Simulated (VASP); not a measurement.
The system is CaH.

```
Ca H
1.0
     3.31390    0.00000    0.00000
     0.00000    3.73067    0.00000
     0.00000    0.00000    4.69674
Ca H
1 1
Direct
  0.00000 0.50000 0.00000
  0.50000 0.00000 0.00000
```

| Property | Result |
| --- | --- |
| Program | VASP 6.6.1 |
| Task | relaxation of cell and atoms |
| Functional | PBE |
| Potentials or basis | VASP PAW PBE potentials, release 64 (Ca_sv, H) |
| Cutoff | 600 eV |
| k mesh | 6 × 6 × 4 |
| Occupations | gaussian, width 0.1 eV |
| Spin | no spin polarisation |

At the start: pressure -2.8 GPa; volume 29.03 Å³/atom.

Task: How do energy, volume and symmetry change on relaxing?

Result: Over 10 steps the energy falls by 93.4 meV/atom and the volume is 21.92 Å³/atom (-24.5 %); space group P4/mmm (No. 123, to 0.05 Å).

Step by step:
```csv
step,energy change (eV),largest force (eV/Å),pressure (GPa),volume (Å³)
1,0.0000,0.0000,-2.81,58.07
2,-0.0778,0.0000,-1.98,53.88
3,-0.1288,0.0000,-0.71,49.26
4,-0.0407,0.0000,4.45,40.75
5,-0.1351,0.0000,-0.01,47.57
6,-0.1619,0.0000,-0.15,46.59
7,-0.1831,0.0000,-0.26,44.89
8,-0.1836,0.0000,-0.22,44.65
9,-0.1860,0.0000,-0.14,44.19
10,-0.1868,0.0000,-0.06,43.84
```

Final structure:
```xyz
2
Lattice="3.3217 0.0000 0.0000 0.0000 3.3048 0.0000 0.0000 0.0000 3.9932" Properties=species:S:1:pos:R:3 pbc="T T T"
Ca    0.0000    1.6524    0.0000
H     1.6609    0.0000    0.0000
```

Caveat: the volume moved by over 15 % at a fixed basis, so the end points are rough.
